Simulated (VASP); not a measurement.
Wanted: the native input for a VASP 6.6.1 run.

- Task: relaxation of cell and atoms
- Functional: PBE
- Dispersion: D3(BJ)
- Potentials or basis: VASP PAW PBE potentials, release 64 (In_d, Se)
- Cutoff: 600 eV
- k mesh: 6 × 6 × 6
- Occupations: fermi-dirac, width 0.02 eV
- Spin: no spin polarisation
- Dipole correction: no
- Further INCAR settings: ALGO = Normal; EDIFF = 1e-06; IBRION = 2; EDIFFG = -0.005; NSW = 80; ISIF = 3

The structure of InSe lies in POSCAR:

```
InSe
1.0
    2.0000000000      1.1547005384      8.4400000000
   -2.0000000000      1.1547005384      8.4400000000
    0.0000000000     -2.3094010768      8.4400000000
In Se
2 2
Direct
    0.0000000000      0.0000000000      0.0000000000
    0.1114000000      0.1114000000      0.1114000000
    0.6165000000      0.6165000000      0.6165000000
    0.8281000000      0.8281000000      0.8281000000
```

The input as run:

INCAR

```
SYSTEM = InSe
PREC = Accurate
ENCUT = 600
EDIFF = 1E-6
ISMEAR = -1
SIGMA = 0.02
LREAL = .False.
LASPH = .True.
NELM = 100
ALGO = Normal
ISIF = 3
LWAVE = .False.
LCHARG = .False.
GGA = PE
IVDW = 12
IBRION = 2
NSW = 80
EDIFFG = -0.005
```

KPOINTS

```
Automatic mesh
0
Gamma
  6 6 6
  0 0 0
```

Potentials or basis: VASP PAW PBE potentials, release 64 (In_d, Se).

Launch:

```bash
$ cat potpaw_PBE.64/In_d/POTCAR potpaw_PBE.64/Se/POTCAR > POTCAR
$ mpirun -np 1 vasp_std > vasp.out
```

It gave:

The relaxed volume is 29.31 Å³/atom. The relaxed cell is a = 8.617 Å, b = 8.617 Å, c = 8.617 Å, α = 27.11°, β = 27.11°, γ = 27.11°, the space group after relaxing (to 0.1 Å) is R3m (No. 160) and the energy gained by relaxing is 4.8 meV/atom. The ionic steps are 23, the pressure after relaxing is 0.0 GPa and the largest force after relaxing is 0.005 eV/Å. The band gap on the k mesh is 0.27 eV and the dispersion energy per atom is -0.300 eV.

Caveat: spin-orbit coupling is left out, which moves the levels of the heavy elements.

It took 62 min on 1 thread of AMD EPYC 9R45 96-Core Processor (Zen 5), on a shared host, peak memory 0.75 GiB.
